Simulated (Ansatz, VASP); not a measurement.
**MgO: VASP beside Ansatz**

File INCAR:

```
PREC = Accurate ; ENCUT = 600
EDIFF = 1E-6 ; ISMEAR = 0
SIGMA = 0.01 ; LREAL = False
LASPH = True ; NELM = 120
ALGO = Normal ; ISIF = 2
LWAVE = False ; LCHARG = False
GGA = PE ; NBANDS = 11
GGA_COMPAT = False
```

File KPOINTS:

```
regular mesh
0
Gamma
  6 6 6
```

Contents of POSCAR:

```
MgO
1.0
    2.9380209034      0.0000000000      0.0000000000
   -1.4690104517      2.5444007392      0.0000000000
    0.0000000000      0.0000000000      2.6796800000
Mg O
1 1
Direct
    0.0000000000      0.0000000000      0.0000000000
    0.3333333333      0.6666666667      0.5000000000
```

Input for Ansatz:

```yaml
crystal:
  lattice:
    - [2.9380209034, 0.0, 0.0]
    - [-1.4690104517, 2.5444007392, 0.0]
    - [0.0, 0.0, 2.67968]
  atoms:
    - { symbol: Mg, position: [0.0, 0.0, 0.0] }
    - { symbol: O, position: [0.3333333333, 0.6666666667, 0.5] }
basis:
  ecutwfc: 420
kpoints:
  mp_grid: { grid: [6, 6, 6] }
hamiltonian:
  xc: pbe
scf:
  occupations: { method: fixed }
output:
  forces: true
  stress: true
  eigenvalues: true
```

Alike in both runs: task single point; functional PBE; k mesh 6 × 6 × 6; no spin polarisation.

```csv
,VASP,Ansatz
version,VASP 6.6.1,Ansatz 0.2.0
potentials or method,"VASP PAW PBE potentials, release 64 (Mg, O), cutoff 600 eV","scalar-relativistic, plane waves, PAW"
occupations,"gaussian, width 0.01 eV",fixed
valence electrons in the cell,8,16
```

```tsv
	VASP	Ansatz	Ansatz less VASP
gap on the k mesh at the Fermi level (eV)	3.00	3.02	+0.019
least direct gap on the mesh (eV)	3.40	3.42	+0.017
pressure (GPa)	-0.9	0.0	+0.84
```

VASP's potentials hold 8 valence electrons a cell and Ansatz's 16, so a difference there can come from the potentials and not from the codes.
